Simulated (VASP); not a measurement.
**Al16P16H (a cell with a defect): single point with PBEsol**

The system is Al16P16H (a cell with a defect).

```
Al P H
1.0
    -5.47113    5.47113   -5.47113
     5.47113   -5.47113   -5.47113
    -5.47113   -5.47113    5.47113
Al P H
16 16 1
Direct
  0.50351 0.25001 0.24854
  0.24851 0.25002 0.50347
  0.99999 0.24955 0.76891
  0.75144 0.00145 0.25496
  0.76915 0.24956 0.00002
  0.49789 0.99684 0.49787
  0.25501 0.00156 0.75154
  0.00001 0.75334 0.24633
  0.99999 0.03157 0.00000
  0.74502 0.74658 0.49656
  0.49647 0.74647 0.74507
  0.23102 0.48060 0.23105
  0.24620 0.75321 0.99999
  0.00001 0.49900 0.50216
  0.75376 0.50702 0.75374
  0.50209 0.49890 0.99999
  0.49965 0.99965 0.24987
  0.24993 0.99972 0.49974
  0.00002 0.99282 0.74096
  0.75007 0.74975 0.24980
  0.74092 0.99272 0.99999
  0.49096 0.74165 0.49102
  0.24979 0.74982 0.75014
  0.00004 0.50691 0.25561
  0.99998 0.76519 0.00003
  0.75020 0.50002 0.50031
  0.50031 0.49995 0.75021
  0.25906 0.25184 0.25904
  0.25553 0.50679 0.99999
  0.99998 0.25066 0.50897
  0.74446 0.25129 0.74442
  0.50915 0.25067 0.00004
  0.99989 0.24428 0.00010
```

```json
{"Program": "VASP 6.6.1", "Task": "single point", "Functional": "PBEsol", "Potentials or basis": "VASP PAW PBE potentials, release 64 (Al, P, H)", "Cutoff": "520 eV", "k mesh": "2 × 2 × 2, shifted", "Occupations": "gaussian, width 0.02 eV", "Spin": "no spin polarisation", "Dipole correction": "no", "Charge": "-1", "Further INCAR settings": "LREAL = Auto; ALGO = Normal; EDIFF = 1e-06; NBANDS = 86; NELECT = 130.0"}
```

```
Largest force : 0.014 eV/Å
```

Forces on the atoms (eV/Å):
```
Al   0.002  0.004 -0.004
Al   0.000 -0.002  0.003
Al   0.001  0.000 -0.001
Al  -0.003 -0.003 -0.002
Al  -0.001  0.001 -0.001
Al  -0.003  0.005  0.007
Al  -0.005  0.000 -0.004
Al   0.005  0.003 -0.004
Al   0.005 -0.006 -0.004
Al   0.003  0.001  0.004
Al   0.004  0.004 -0.003
Al   0.000  0.000  0.000
Al   0.005 -0.006 -0.001
Al  -0.004  0.003  0.005
Al  -0.001 -0.006 -0.004
Al  -0.007  0.006  0.002
P    0.000 -0.001  0.001
P    0.001  0.000  0.000
P   -0.002 -0.002  0.002
P    0.000  0.000 -0.001
P   -0.002  0.002 -0.001
P   -0.006 -0.006 -0.006
P    0.001  0.000  0.001
P    0.000 -0.001  0.001
P   -0.008  0.009  0.008
P   -0.001 -0.001  0.000
P    0.000 -0.001  0.000
P    0.000  0.001  0.003
P    0.000  0.000 -0.001
P    0.005  0.006 -0.005
P    0.000  0.000  0.001
P    0.007 -0.007  0.007
H    0.004 -0.003 -0.004
```

Levels at points of the mesh, in eV from the Fermi level:
| k point | band 61 | band 62 | band 63 | band 64 | band 65 | band 66 | band 67 | band 68 | band 69 | band 70 |
| --- | --- | --- | --- | --- | --- | --- | --- | --- | --- | --- |
| (0.25, 0.25, 0.25) | -0.54 | -0.49 | -0.49 | -0.46 | -0.38 | 2.49 | 2.49 | 2.49 | 2.52 | 2.52 |

Run time: 5 min on 1 thread of Intel(R) Xeon(R) Platinum 8259CL CPU @ 2.50GHz (Skylake/Cascade Lake), with other jobs on the host, peak memory 0.73 GiB.

Caveat: the cell carries a net charge on a neutralising background, which shifts energy and pressure; the cell is charged against a uniform background, so pressure and absolute levels hang on convention; the PAW data sets were made with another functional, which shifts forces and pressure a little.
